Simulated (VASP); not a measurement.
**KBr: single point with PBE**

The system is KBr.

```
CELL_PARAMETERS angstrom
0.18979 3.75084 3.75084
3.75084 0.18979 3.75084
3.75084 3.75084 0.18979
ATOMIC_POSITIONS crystal
K 0.00562 0.00562 0.00562
Br 0.24438 0.24438 0.24438
```

This cell differs from its parent crystal: epitaxial 111 strain -3.5%.

```
Program             : VASP 6.6.1
Task                : single point
Functional          : PBE
Potentials or basis : VASP PAW PBE potentials, release 64 (K_sv, Br)
Cutoff              : 520 eV
k mesh              : 6 × 6 × 6
Occupations         : fermi-dirac, width 0.02 eV
Spin                : no spin polarisation
```

* Pressure: 0.5 GPa
* Band gap on the k mesh: 4.24 eV, indirect (least direct gap 4.27 eV)

Stress tensor (GPa, compression positive):
```
 0.52 -0.12 -0.12
-0.12  0.52 -0.12
-0.12 -0.12  0.52
```

Levels at points of the mesh, in eV from the valence-band top:
```tsv
k point	band 5	band 6	band 7	band 8	band 9	band 10	band 11	band 12
(0.00, 0.00, 0.00)	-11.30	-0.16	-0.03	-0.03	4.24	8.59	8.59	9.55
(0.50, 0.00, 0.00)	-11.10	-0.47	-0.11	-0.05	6.54	7.03	7.84	8.53
(0.50, 0.50, 0.00)	-11.01	-0.52	-0.13	-0.04	6.02	7.14	9.03	9.35
(0.50, 0.50, 0.50)	-11.03	-0.52	0.00	0.00	6.46	6.78	8.25	8.25
```

Run time: 60 s on 1 thread of Intel(R) Xeon(R) Platinum 8375C CPU @ 2.90GHz (Ice Lake), on a shared host, peak memory 0.25 GiB.

Caveat: the cell differs from its parent crystal (epitaxial 111 strain -3.5%). A k mesh can miss the band edges.
